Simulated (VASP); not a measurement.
# KBr (Fm-3m) in VASP: settings compared, part 2 of 2

VASP 6.6.1. The steps go on from the part before.

### Step 6. Single point, r2SCAN+D3(BJ)

This run uses another cell than the first one, of 33.78 Å³/atom.

The input, POSCAR:

```
KBr
1.0
    0.0000000000      3.2326341588      3.2326341588
    3.2326341588      0.0000000000      3.2326341588
    3.2326341588      3.2326341588      0.0000000000
Br K
1 1
Direct
    0.5000000000      0.5000000000      0.5000000000
    0.0000000000      0.0000000000      0.0000000000
```

The input, INCAR.step1:

```
ALGO = Normal ; EDIFF = 1E-4
ENCUT = 520 ; GGA = PE
ISMEAR = -1 ; LASPH = T
LCHARG = F ; LREAL = F
LWAVE = T ; NBANDS = 15
NELM = 60 ; PREC = Accurate
SIGMA = 0.05
```

The input, INCAR.step2:

```
ALGO = Normal ; EDIFF = 1E-6
ENCUT = 520 ; ISIF = 2
ISMEAR = -1 ; ISTART = 1
IVDW = 12 ; LASPH = T
LCHARG = T ; LELF = T
LMIXTAU = T ; LREAL = F
LVHAR = T ; LWAVE = F
METAGGA = R2SCAN ; NBANDS = 15
NELM = 60 ; PREC = Accurate
SIGMA = 0.05 ; VDW_A1 = 0.49484001
VDW_A2 = 5.73083694 ; VDW_S6 = 1.0
VDW_S8 = 0.78981345
```

The input, KPOINTS:

```
k-points
0
Gamma
  7 7 7
```

Potentials or basis: VASP PAW PBE potentials, release 64 (Br, K_sv).

Started as:

```bash
$ cat potpaw_PBE.64/Br/POTCAR potpaw_PBE.64/K_sv/POTCAR > POTCAR
$ cp INCAR.step1 INCAR
$ mpirun -np 1 vasp_std > vasp.out
$ cp INCAR.step2 INCAR
$ mpirun -np 1 vasp_std > vasp.out
```

OUTCAR:

```text
EDIFF = 1E-6
   ENCUT = 520
   ISIF = 2
   ISMEAR = -1
   ISTART = 1
   IVDW = 12
   LASPH = T
   LREAL = F
   METAGGA = R2SCAN
   NELM = 60
   PREC = Accurate
 IVDW          = 12

 ion  position               nearest neighbor table
   1  0.500  0.500  0.500-   2 3.23   2 3.23   2 3.23   2 3.23   2 3.23   2 3.23
   2  0.000  0.000  0.000-   1 3.23   1 3.23   1 3.23   1 3.23   1 3.23   1 3.23

  LATTYP: Found a face centered cubic cell.
 ALAT       =     6.4652683176
[... 542 lines left out ...]

------------------------ aborting loop because EDIFF is reached ----------------------------------------

 Edisp (eV)   -0.21126

 E8    (eV) :    -0.0783

  FORCE on cell =-STRESS in cart. coord.  units (eV):
  Direction    XX          YY          ZZ          XY          YZ          ZX
  --------------------------------------------------------------------------------------
  -------------------------------------------------------------------------------------
  Total       0.30525     0.30525     0.30525     0.00000     0.00000    -0.00000
  in kB       7.23891     7.23891     7.23891     0.00000     0.00000    -0.00000
  external pressure =        7.24 kB  Pullay stress =        0.00 kB

 VOLUME and BASIS-vectors are now :
 -----------------------------------------------------------------------------
  energy-cutoff  :      520.00
  volume of cell :       67.56
      direct lattice vectors                 reciprocal lattice vectors
     0.000000000  3.232634159  3.232634159    -0.154672622  0.154672622  0.154672622
     3.232634159  0.000000000  3.232634159     0.154672622 -0.154672622  0.154672622
     3.232634159  3.232634159  0.000000000     0.154672622  0.154672622 -0.154672622

 POSITION                                       TOTAL-FORCE (eV/Angst)
 -----------------------------------------------------------------------------------
      3.23263      3.23263      3.23263        -0.000000     -0.000000      0.000000
      0.00000      0.00000      0.00000         0.000000      0.000000     -0.000000
 -----------------------------------------------------------------------------------
    total drift:                                0.000000      0.000000      0.000000

  FREE ENERGIE OF THE ION-ELECTRON SYSTEM (eV)
  ---------------------------------------------------
  free  energy   TOTEN  =       -23.4425030217 eV

  energy  without entropy=      -23.4425030216  energy(sigma->0) =      -23.44250302
```

OSZICAR.step1:

```text
N       E                     dE             d eps       ncg     rms          rms(c)
DAV:   1     0.984441964393E+02    0.98444E+02   -0.67853E+03   600   0.932E+02
DAV:   2    -0.580804449710E+00   -0.99025E+02   -0.91965E+02   790   0.231E+02
DAV:   3    -0.615172753755E+01   -0.55709E+01   -0.55462E+01   825   0.486E+01
DAV:   4    -0.633787562521E+01   -0.18615E+00   -0.18610E+00   896   0.772E+00
DAV:   5    -0.633954713577E+01   -0.16715E-02   -0.16715E-02   853   0.745E-01    0.349E+00
DAV:   6    -0.617945669558E+01    0.16009E+00   -0.20170E-01   747   0.224E+00    0.255E+00
DAV:   7    -0.616992663184E+01    0.95301E-02   -0.10481E-01   817   0.178E+00    0.110E+00
DAV:   8    -0.617788515442E+01   -0.79585E-02   -0.10846E-02   643   0.788E-01    0.114E-01
DAV:   9    -0.617862461314E+01   -0.73946E-03   -0.69515E-04   817   0.165E-01    0.755E-02
DAV:  10    -0.617888768603E+01   -0.26307E-03   -0.25288E-04   620   0.919E-02    0.114E-02
DAV:  11    -0.617890570767E+01   -0.18022E-04   -0.22031E-05   615   0.307E-02
   1 F= -.61789057E+01 E0= -.61789057E+01  d E =-.170578E-10
```

Run time: 41 s. Hardware: 1 thread of Intel Xeon 6975P-C (Granite Rapids), shared host; peak memory 0.22 GiB.

Results:

* Free energy: -23.4425 eV
* Pressure: 0.7 GPa
* Band gap on the k mesh: 5.26 eV
* Dispersion energy per atom: -0.106 eV

Levels at points of the mesh, in eV from the valence-band top:
| k point | band 4 | band 5 | band 6 | band 7 | band 8 | band 9 | band 10 | band 11 | band 12 | band 13 |
| --- | --- | --- | --- | --- | --- | --- | --- | --- | --- | --- |
| (0.00, 0.00, 0.00) | -11.47 | -11.47 | 0.00 | 0.00 | 0.00 | 5.26 | 8.23 | 8.23 | 8.23 | 9.26 |

Caveat: the PAW data sets were made with another functional, which shifts forces and pressure a little. r2SCAN opens gaps a little over a GGA but as a rule still falls short of measured ones.

### Step 7. Summary

| task | level | cell | k mesh | cutoff (eV) | smearing | grid for exact exchange (PRECFOCK) | share of exact exchange | gap on the mesh (eV) | pressure (GPa) |
| --- | --- | --- | --- | --- | --- | --- | --- | --- | --- |
| single point | HF | a = 4.874 Å, angles 60.0°, 2 atoms | 4 × 4 × 4 | 520 | gaussian 0.1 eV | Normal | 1 | 11.60 | -0.1 |
| relaxation of cell and atoms | HF | relaxed from a = 4.667 Å, angles 60.0°, 2 atoms | 4 × 4 × 4 | 600 | gaussian 0.1 eV | Normal | 1 | 11.64 | 0.0 |
| single point | PBE+D3(BJ) | a = 4.758 Å, angles 60.0°, 2 atoms | 7 × 7 × 7 | 520 | fermi-dirac 0.05 eV | - | - | 4.28 | -1.0 |
| single point | BLYP | a = 4.758 Å, angles 60.0°, 2 atoms | 7 × 7 × 7 | 520 | fermi-dirac 0.05 eV | - | - | 4.29 | 0.5 |
| single point | r2SCAN+D3(BJ) | a = 4.572 Å, angles 60.0°, 2 atoms | 7 × 7 × 7 | 520 | fermi-dirac 0.05 eV | - | - | 5.26 | 0.7 |

Alike in all rows: potentials or basis VASP PAW PBE potentials, release 64 (Br, K_sv); no spin polarisation.

Caveats: the PAW data sets were made with another functional, which shifts forces and pressure a little (at least some runs); an odd mesh through Γ misses points on the zone boundary, where band edges can lie (at least some runs).

Total energies depend on the potentials used, so only differences within one code and one set of settings carry meaning.
